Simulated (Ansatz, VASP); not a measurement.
## Two plane-wave programs on BaMnF2

```xyz
4
Lattice="4.4752 0.0000 0.0000 -2.2376 3.8756 0.0000 0.0000 0.0000 5.5676" Properties=species:S:1:pos:R:3 pbc="T T T"
Ba    0.0000    0.0000    4.4794
Mn    2.2376    1.2919    1.6928
F     0.0000    0.0000    1.6959
F     0.0000    2.5837   -1.0878
```

Alike in both runs: functional PBE; k mesh 6 × 6 × 4; occupations gaussian, width 0.1 eV; collinear spin.

Ansatz relaxed the structure, and its values are those at the end. VASP's run is a single point on that final structure, the one shown.

|  | VASP | Ansatz |
| --- | --- | --- |
| version | VASP 6.6.1 | Ansatz 0.2.0 |
| potentials or method | VASP PAW PBE potentials, release 64 (Ba_sv, Mn_pv, F), cutoff 520 eV | scalar-relativistic, plane waves, PAW |
| valence electrons in the cell | 37 | 39 |

Ansatz gave:

```
gap on the k mesh at the Fermi level (eV)                     : 0.34
least direct gap on the mesh (eV)                             : 0.51
pressure (GPa)                                                : 0.0
net moment per atom (μB)                                      : 1.25
size of the moment on the site where the two differ most (μB) : 4.36
```

Question: Estimate VASP's values.

Answer: gap on the k mesh at the Fermi level (eV): 0.34; least direct gap on the mesh (eV): 0.53; pressure (GPa): 0.5; net moment per atom (μB): 1.25; size of the moment on the site where the two differ most (μB): 4.43.

Site moments also hang on the region over which each program counts them. The functional is the same, so the differences come from potentials, cutoffs and numerics. VASP's potentials hold 37 valence electrons a cell and Ansatz's 39, so a difference there can come from the potentials and not from the codes.

Spin-orbit coupling is off throughout.
